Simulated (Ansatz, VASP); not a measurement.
## Two plane-wave programs on Sb

File INCAR:

```
SYSTEM = Sb
  PREC = Accurate
  ENCUT = 600
  EDIFF = 1E-6
  ISMEAR = 0
  SIGMA = 0.1
  LREAL = .FALSE.
  LASPH = .TRUE.
  NELM = 60
  ALGO = Normal
  ISIF = 3
  LWAVE = .FALSE.
  LCHARG = .FALSE.
  GGA = PE
  IBRION = 2
  NSW = 90
  EDIFFG = -0.04
```

The input KPOINTS:

```
regular mesh
0
G
  4 4 4
  0 0 0
```

POSCAR

```
Sb
1.0
    0.0000000000      4.7949414516      4.7949414516
    4.7949414516      0.0000000000      4.7949414516
    4.7949414516      4.7949414516      0.0000000000
Sb
6
Direct
    0.1666700000      0.1666700000      0.8333300000
    0.8333300000      0.8333300000      0.1666700000
    0.1666700000      0.8333300000      0.1666700000
    0.8333300000      0.1666700000      0.8333300000
    0.8333300000      0.1666700000      0.1666700000
    0.1666700000      0.8333300000      0.8333300000
```

Input for Ansatz:

```yaml
crystal:
  lattice:
    - [0.0, 4.7949414516, 4.7949414516]
    - [4.7949414516, 0.0, 4.7949414516]
    - [4.7949414516, 4.7949414516, 0.0]
  atoms:
    - { symbol: Sb, position: [0.16667, 0.16667, 0.83333] }
    - { symbol: Sb, position: [0.83333, 0.83333, 0.16667] }
    - { symbol: Sb, position: [0.16667, 0.83333, 0.16667] }
    - { symbol: Sb, position: [0.83333, 0.16667, 0.83333] }
    - { symbol: Sb, position: [0.83333, 0.16667, 0.16667] }
    - { symbol: Sb, position: [0.16667, 0.83333, 0.83333] }
basis:
  ecutwfc: 420
kpoints:
  mp_grid: { grid: [4, 4, 4] }
hamiltonian:
  xc: pbe
scf:
  occupations: { method: gaussian, width: 0.1 }
  lower_state_search: "off"
output:
  forces: true
  stress: true
  eigenvalues: true
relax:
  adjacent_minimum: "off"
  f_tol: 0.04
  max_steps: 70
  cell: { stress_tol: 0.4 }
```

Alike in both runs: task relaxation of cell and atoms; functional PBE; k mesh 4 × 4 × 4; occupations gaussian, width 0.1 eV; no spin polarisation.

|  | VASP | Ansatz |
| --- | --- | --- |
| version | VASP 6.6.1 | Ansatz 0.2.0 |
| potentials or method | VASP PAW PBE potentials, release 64 (Sb), cutoff 600 eV | scalar-relativistic, plane waves, PAW |
| valence electrons in the cell | 30 | 90 |

|  | VASP | Ansatz | Ansatz less VASP |
| --- | --- | --- | --- |
| gap on the k mesh at the Fermi level, each at its own relaxed structure (eV) | none | none | - |
| relaxed volume (Å³/atom) | 32.07 | 32.33 | +0.252 |
| relaxed cell length with the largest relative difference (Å) | 6.480 | 6.497 | +0.0170 |

A gap of «none» marks a metal or a gap that the smearing closes. VASP's potentials hold 30 valence electrons a cell and Ansatz's 90, so a difference there can come from the potentials and not from the codes.

Neither program's run includes spin-orbit coupling. Noted on VASP's run: too few bands were computed for a metal, which touches its energy and stress.
